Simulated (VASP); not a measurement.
A run of VASP 6.6.1 is set up as follows.

INCAR

```
SYSTEM = PtSe2
ALGO     = Normal         ! electronic algorithm
EDIFF    = 1E-7           ! SCF threshold, eV
ENCUT    = 520            ! plane-wave cutoff, eV
GGA      = PS             ! functional
ISIF     = 2              ! what is computed and relaxed
ISMEAR   = 0              ! smearing method
LASPH    = .TRUE.         ! aspherical terms in the spheres
LCHARG   = .FALSE.        ! write CHGCAR
LREAL    = .FALSE.        ! projectors in reciprocal space
LWAVE    = .FALSE.        ! write WAVECAR
NBANDS   = 18             ! bands
NELM     = 100            ! most SCF steps
PREC     = Accurate       ! precision mode
SIGMA    = 0.15           ! smearing width, eV
```

KPOINTS

```
k-points
0
G
  18 18 12
  0 0 0
```

Contents of POSCAR:

```
PtSe2
1.0
    3.7607249071      0.0000000000      0.0000000000
   -1.8803624535      3.2568833062      0.0000000000
    0.0000000000      0.0000000000      4.8633103101
Pt Se
1 2
Direct
    0.0000000000      0.0000000000      0.0000000000
    0.3333333333      0.6666666667      0.2606754608
    0.6666666667      0.3333333333      0.7393245392
```

Potentials or basis: VASP PAW PBE potentials, release 64 (Pt, Se).

Launch:

```bash
$ cat potpaw_PBE.64/Pt/POTCAR potpaw_PBE.64/Se/POTCAR > POTCAR
$ mpirun -np 1 vasp_std > vasp.out
```

**Question.** What does it give for the pressure?

**Answer.** 0.1 GPa.

**Question.** What does it give for the band gap on the k mesh?

**Answer.** Zero (bands 11 and 12 overlap by 0.86 eV).

Forces on the atoms (eV/Å):
```
Pt   0.000  0.000  0.000
Se   0.000  0.000  0.013
Se   0.000  0.000 -0.013
```

Caveat: the PAW data sets were made with another functional, which shifts forces and pressure a little; spin-orbit coupling is left out, which moves the levels of the heavy elements.
